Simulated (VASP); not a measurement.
Here is a VASP 6.6.1 calculation.

File POSCAR:

```
Y
1.0
    0.0000000000      2.5519910600      2.5519910600
    2.5519910600      0.0000000000      2.5519910600
    2.5519910600      2.5519910600      0.0000000000
Y
1
Direct
    0.0000000000      0.0000000000      0.0000000000
```

The input INCAR.step1:

```
  PREC = Accurate
  ENCUT = 550
  ISMEAR = 1
  SIGMA = 0.05
  LREAL = False
  LASPH = True
  NELM = 200
  MAGMOM = 0 0 0
  LSORBIT = True
  GGA_COMPAT = False
  LMAXMIX = 4
  NBANDS = 22
  GGA = PE
  ALGO = Normal
  EDIFF = 1E-5
  LWAVE = True
  LCHARG = False
```

INCAR.step2

```
  PREC = Accurate
  ENCUT = 550
  EDIFF = 1E-6
  ISMEAR = 1
  SIGMA = 0.05
  LREAL = False
  LASPH = True
  NELM = 200
  ALGO = Normal
  ISIF = 2
  LWAVE = False
  LCHARG = False
  MAGMOM = 0 0 0
  LORBIT = 11
  LSORBIT = True
  GGA_COMPAT = False
  LORBMOM = True
  LMAXMIX = 4
  METAGGA = R2SCAN
  LMIXTAU = True
  LUSE_VDW = True
  IVDW_NL = 2
  BPARAM = 11.95
  CPARAM = 0.0093
  NBANDS = 22
  ISTART = 1
```

KPOINTS

```
regular mesh
0
Gamma
  9 9 9
```

Potentials or basis: VASP PAW PBE potentials, release 64 (Y_sv).

Launch:

```bash
$ cat potpaw_PBE.64/Y_sv/POTCAR > POTCAR
$ cp INCAR.step1 INCAR
$ mpirun -np 1 vasp_ncl > vasp.out
$ cp INCAR.step2 INCAR
$ mpirun -np 1 vasp_ncl > vasp.out
```

Question: Predict the pressure.

Answer: -0.4 GPa.

Question: Predict the net moment.

Answer: 0.00 μB per cell.

Moments on the atoms (μB; x, y, z):
```
Y   0.00 0.00 0.00
```

Caveat: the PAW data sets were made with another functional, which shifts forces and pressure a little.
